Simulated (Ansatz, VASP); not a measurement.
# Two plane-wave programs on BP

```
B P
1.0
     3.20885    0.00000    0.00000
     1.60443    2.77895    0.00000
     0.00000    0.00000   22.51505
B P
4 4
Direct
  0.00000 0.00000 0.31090
  0.33333 0.33333 0.42727
  0.66667 0.66667 0.54364
  0.00000 0.00000 0.66001
  0.33333 0.33333 0.33999
  0.66667 0.66667 0.45636
  0.00000 0.00000 0.57273
  0.33333 0.33333 0.68910
```

Alike in both runs: task single point; functional PBE; k mesh 5 × 5 × 1; occupations fermi-dirac, width 0.1 eV; no spin polarisation.

|  | VASP | Ansatz |
| --- | --- | --- |
| version | VASP 6.6.1 | Ansatz 0.2.0 |
| potentials or method | VASP PAW PBE potentials, release 64 (B, P), cutoff 420 eV | plane waves, PAW |
| valence electrons in the cell | 32 | 32 |

```csv
,VASP,Ansatz,Ansatz less VASP
gap on the k mesh at the Fermi level (eV),none,none,-
rms of the force components (eV/Å),0.726,0.727,+0.0015
```

A gap of «none» marks a metal or a gap that the smearing closes. The functional is the same, so the differences come from potentials, cutoffs and numerics. Ansatz's warnings: xc potential rough in thin density.

The k mesh is coarse, so the values compare programs but aren't converged.
